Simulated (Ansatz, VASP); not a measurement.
Two plane-wave programs on WC

Contents of POSCAR:

```
WC
1.0
    2.9005014400      0.0000000000      0.0000000000
   -1.4502507200      2.5119079300      0.0000000000
    0.0000000000      0.0000000000      2.8290000000
W C
1 1
Direct
    0.0139390700      0.0093997200      0.9766879900
    0.6527275900      0.3239336100      0.5233120100
```

File INCAR.step1:

```
SYSTEM = WC
PREC = Accurate
ENCUT = 520
EDIFF = 1E-5
ISMEAR = -1
SIGMA = 0.05
LREAL = .FALSE.
LASPH = .TRUE.
NELM = 100
ALGO = Normal
ISIF = 2
LWAVE = .TRUE.
LCHARG = .FALSE.
NBANDS = 16
GGA = PE
KPAR = 4
```

Contents of INCAR.step2:

```
SYSTEM = WC
PREC = Accurate
ENCUT = 520
EDIFF = 1E-6
ISMEAR = -1
SIGMA = 0.05
LREAL = .FALSE.
LASPH = .TRUE.
NELM = 100
ALGO = Normal
ISIF = 2
LWAVE = .FALSE.
LCHARG = .FALSE.
GGA = PE
LHFCALC = .TRUE.
AEXX = 0.1
HFSCREEN = 0.2
PRECFOCK = Normal
NBANDS = 16
ISTART = 1
KPAR = 4
```

The input KPOINTS:

```
regular mesh
0
G
  6 6 5
  0 0 0
```

Contents of input:

```
crystal:
  lattice:
    - [2.90050144, 0.0, 0.0]
    - [-1.45025072, 2.51190793, 0.0]
    - [0.0, 0.0, 2.829]
  atoms:
    - { symbol: W, position: [0.01393907, 0.00939972, 0.97668799] }
    - { symbol: C, position: [0.65272759, 0.32393361, 0.52331201] }
hamiltonian:
  xc: { exchange: pbe, correlation: pbe, exx: { coeff: 0.1, omega: 0.2 } }
  pseudopotentials: { kind: paw }
kpoints:
  mp_grid: { grid: [6, 6, 5] }
scf:
  occupations: { method: fermi_dirac, width: 0.05 }
output:
  forces: true
  stress: true
  eigenvalues: true
```

Alike in both runs: task single point; functional PBE-based screened hybrid; k mesh 6 × 6 × 5; occupations fermi-dirac, width 0.05 eV; no spin polarisation.

|  | VASP | Ansatz |
| --- | --- | --- |
| version | VASP 6.6.1 | Ansatz 0.2.0 |
| potentials or method | VASP PAW PBE potentials, release 64 (W_sv, C) | Ansatz PAW |
| plane-wave cutoff (eV) | 520 | 420 |
| valence electrons in the cell | 18 | 18 |

```csv
,VASP,Ansatz,Ansatz less VASP
gap on the k mesh at the Fermi level (eV),none,none,-
pressure (GPa),10.5,9.7,-0.88
"traceless stress, the component that is largest in VASP (GPa)",-3.38,-3.36,+0.025
rms of the force components (eV/Å),1.357,1.351,-0.0062
```

VASP's potentials were made for PBE, not for PBE-based screened hybrid. Atom by atom the forces differ by 0.006 eV/Å (rms over components). A gap of «none» marks a metal or a gap that the smearing closes. The functional is the same, so the differences come from potentials, cutoffs and numerics.

The k mesh is coarse, so the values compare programs but aren't converged. Neither program's run includes spin-orbit coupling.
